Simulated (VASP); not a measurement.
Runs of VASP 6.6.1 on InAs. The structure is that of space group I4mm (No. 107), or close to it. The cells are those of the table. 

```csv
cell,gap on the mesh (eV),pressure (GPa),largest force (eV/Å)
"a = 3.994 Å, angles 60.0°, 2 atoms",none,-0.9,0.43
"a = 3.928 Å, angles 60.0°, 2 atoms",none,5.6,1.57
"a = 4.027 Å, angles 60.0°, 2 atoms",none,(c),2.70
"a = 3.895 Å, angles 60.0°, 2 atoms",none,(b),1.74
"a = 4.060 Å, angles 60.0°, 2 atoms",none,-4.1,(a)
```

Alike in all rows: task single point; level LDA; potentials or basis VASP PAW LDA potentials, release 64 (In_d, As); no spin polarisation; k mesh 14 × 14 × 14; cutoff (eV) 500; smearing gaussian 0.15 eV.

Task: Fill in the values left out.

Result: (a) 0.31; (b) 8.2; (c) 3.3.

Caveats: spin-orbit coupling is left out, which moves the levels of the heavy elements; forces of over 1 eV/Å act on the atoms, so gaps and moduli don't describe the material at rest (some runs).

A k mesh can miss the band edges, and the runs leave out spin-orbit coupling on As, In.

A gap of «none» marks levels without a gap at the run's occupations.
